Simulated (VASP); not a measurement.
The system is Te2Mo, a slab with vacuum.

```
Te Mo
1.0
     3.56039    0.00000    0.00000
    -1.78020    3.08339    0.00000
     0.00000    0.00000   24.81126
Te Mo
4 2
Direct
  0.33333 0.66667 0.22364
  0.66667 0.33333 0.92063
  0.66667 0.33333 0.77636
  0.33333 0.66667 0.07937
  0.66667 0.33333 0.15154
  0.33333 0.66667 0.84846
```

Base run:

- Program: VASP 6.6.1
- Functional: r2SCAN
- Potentials or basis: VASP PAW PBE potentials, release 64 (Te, Mo_sv)
- Cutoff: 520 eV
- k mesh: 9 × 9 × 2
- Occupations: fermi-dirac, width 0.05 eV
- Spin: no spin polarisation

Its results: band gap on the k mesh 1.10 eV; largest force 0.049 eV/Å.

Problem. The run is repeated on the same cell with these changes: functional from r2SCAN to PBE. What comes out?

Solution. Band gap on the k mesh 1.02 eV; largest force 0.242 eV/Å.

Caveats: there is no dipole correction, which matters where the two faces differ; spin-orbit coupling is left out, which moves the levels of the heavy elements; the PAW data sets were made with another functional, which shifts forces and pressure a little (at least some runs).

A k mesh can miss the band edges.
